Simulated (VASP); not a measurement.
Wanted: the native input for a VASP 6.6.1 run.

```
Task                   : single point
Functional             : PBE
Dispersion             : D3(BJ)
Potentials or basis    : VASP PAW PBE potentials, release 64 (Al)
Cutoff                 : 520 eV
k mesh                 : 24 × 24 × 12
Occupations            : gaussian, width 0.1 eV
Spin                   : no spin polarisation
Dipole correction      : no
Further INCAR settings : ALGO = Fast; EDIFF = 1e-06; NBANDS = 10
```

The structure of Al lies in POSCAR:

```
Al
1.0
    2.7477471727      0.0000000000      0.0000000000
   -1.3738735863      2.3796188547      0.0000000000
    0.0000000000      0.0000000000      4.7325151795
Al
2
Direct
    0.6666666667      0.3333333333      0.7500000000
    0.3333333333      0.6666666667      0.2500000000
```

This cell differs from its parent crystal: biaxial strain in the a-b plane: -2.0 %.

These files were run (other wordings do the same):

INCAR

```
PREC = Accurate
ENCUT = 520
EDIFF = 1E-6
ISMEAR = 0
SIGMA = 0.1
LREAL = False
LASPH = True
NELM = 100
ALGO = Fast
ISIF = 2
LWAVE = False
LCHARG = True
GGA = PE
IVDW = 12
LELF = True
LVHAR = True
NBANDS = 10
```

KPOINTS

```
regular mesh
0
Gamma
  24 24 12
```

Potentials or basis: VASP PAW PBE potentials, release 64 (Al).

Command:

```sh
$ cat potpaw_PBE.64/Al/POTCAR > POTCAR
$ mpirun -np 1 vasp_std > vasp.out
```

Results of the run:

```
Pressure                   : 2.8 GPa
Band gap on the k mesh     : zero (band 3 reaches 12.54 eV, above the bottom of band 4 at 5.52 eV)
Dispersion energy per atom : -0.360 eV
```

Caveat: the cell differs from its parent crystal (biaxial strain in the a-b plane: -2.0 %); pairwise dispersion overbinds metals, which lowers pressure and volume.

Wall time 80 s on 1 thread of AMD EPYC 7R43 64-Core Processor (Zen 3), with other jobs on the host, peak memory 0.19 GiB.
